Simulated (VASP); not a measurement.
Write the native input for VASP 6.6.1 that does the following.

```
Task                   : single point
Functional             : PBE
Potentials or basis    : VASP PAW PBE potentials, release 64 (B)
Cutoff                 : 520 eV
k mesh                 : 22 × 22 × 20
Occupations            : fermi-dirac, width 0.08 eV
Spin                   : no spin polarisation
Dipole correction      : no
Further INCAR settings : ALGO = Normal; EDIFF = 1e-06; NBANDS = 8
```

The structure of B lies in POSCAR:

```
B
1.0
    1.7014685607      0.0000000000      0.0000000000
   -0.8507342803      1.4735149973      0.0000000000
    0.0000000000      0.0000000000      3.2498900462
B
1
Direct
    0.0000000000      0.0000000000      0.0000000000
```

These files were run (other wordings do the same):

INCAR

```
SYSTEM = B
ALGO     = Normal         ! electronic algorithm
EDIFF    = 1E-6           ! SCF threshold, eV
ENCUT    = 520            ! plane-wave cutoff, eV
GGA      = PE             ! functional
ISIF     = 2              ! what is computed and relaxed
ISMEAR   = -1             ! smearing method
LASPH    = .True.         ! aspherical terms in the spheres
LCHARG   = .False.        ! write CHGCAR
LREAL    = .False.        ! projectors in reciprocal space
LWAVE    = .False.        ! write WAVECAR
NBANDS   = 8              ! bands
NELM     = 100            ! most SCF steps
PREC     = Accurate       ! precision mode
SIGMA    = 0.08           ! smearing width, eV
```

KPOINTS

```
k-points
0
Gamma
  22 22 20
  0 0 0
```

Potentials or basis: VASP PAW PBE potentials, release 64 (B).

The run is started by

```bash
$ cat potpaw_PBE.64/B/POTCAR > POTCAR
$ mpirun -np 1 vasp_std > vasp.out
```

Results of the run:

| Quantity | Value |
| --- | --- |
| Pressure | 5.9 GPa |

Wall time 29 s on 1 thread of AMD EPYC 7R43 64-Core Processor (Zen 3), on a shared host, peak memory 0.1 GiB.
